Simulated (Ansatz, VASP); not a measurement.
## Two plane-wave programs on Sn

```
CELL_PARAMETERS angstrom
0.00000 3.23808 3.23808
3.23808 0.00000 3.23808
3.23808 3.23808 0.00000
ATOMIC_POSITIONS crystal
Sn 0.50000 0.50000 0.50000
Sn 0.75000 0.75000 0.75000
```

Alike in both runs: task single point; functional LDA; k mesh 9 × 9 × 9; occupations methfessel-paxton of order 1, width 0.03 eV; no spin polarisation.

```csv
,VASP,Ansatz
version,VASP 6.6.1,Ansatz 0.2.0
potentials or method,"VASP PAW LDA potentials, release 64 (Sn_d), cutoff 520 eV","plane waves (420 eV) with PAW, scalar-relativistic"
valence electrons in the cell,28,28
```

|  | VASP | Ansatz | Ansatz less VASP |
| --- | --- | --- | --- |
| pressure (GPa) | -0.1 | -0.1 | -0.03 |

Ansatz warns that its potentials were made for another functional, while VASP's fit it. LDA's correlation is that of Perdew and Zunger in VASP and of Perdew and Wang (1992) in Ansatz.
